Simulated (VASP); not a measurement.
Wanted: the native input for a VASP 6.6.1 run.

| Quantity | Value |
| --- | --- |
| Task | single point |
| Functional | PBEsol |
| Potentials or basis | VASP PAW PBE potentials, release 64 (Si) |
| Cutoff | 520 eV |
| k mesh | 16 × 16 × 16 |
| Occupations | gaussian, width 0.05 eV |
| Spin | no spin polarisation |
| Dipole correction | no |
| Further INCAR settings | ALGO = Normal; EDIFF = 1e-07; NBANDS = 11 |

The structure of Si lies in POSCAR:

```
Si
1.0
    0.0000000000      2.3415889378      2.3415889378
    2.3415889378      0.0000000000      2.3415889378
    2.3415889378      2.3415889378      0.0000000000
Si
2
Direct
    0.7500000000      0.7500000000      0.7500000000
    0.5000000000      0.5000000000      0.5000000000
```

One way to write it, as run:

INCAR

```
ALGO = Normal
EDIFF = 1E-7
ENCUT = 520
GGA = PS
ISIF = 2
ISMEAR = 0
LASPH = True
LCHARG = False
LREAL = False
LWAVE = False
NBANDS = 11
NELM = 100
PREC = Accurate
SIGMA = 0.05
```

KPOINTS

```
k-points
0
Gamma
  16 16 16
```

Potentials or basis: VASP PAW PBE potentials, release 64 (Si).

Launch:

```bash
$ cat potpaw_PBE.64/Si/POTCAR > POTCAR
$ mpirun -np 1 vasp_std > vasp.out
```

Results of the run:

The pressure is 101.2 GPa. The band gap on the k mesh is zero (bands 4 and 5 overlap by 0.67 eV).

Caveat: the cell stands under pressure; semilocal functionals underestimate gaps, so a narrow gap can read as zero; the PAW data sets were made with another functional, which shifts forces and pressure a little.

Run time: 22 s on 1 thread of Intel(R) Xeon(R) Platinum 8488C (Sapphire Rapids), with other jobs on the host, peak memory 0.17 GiB.
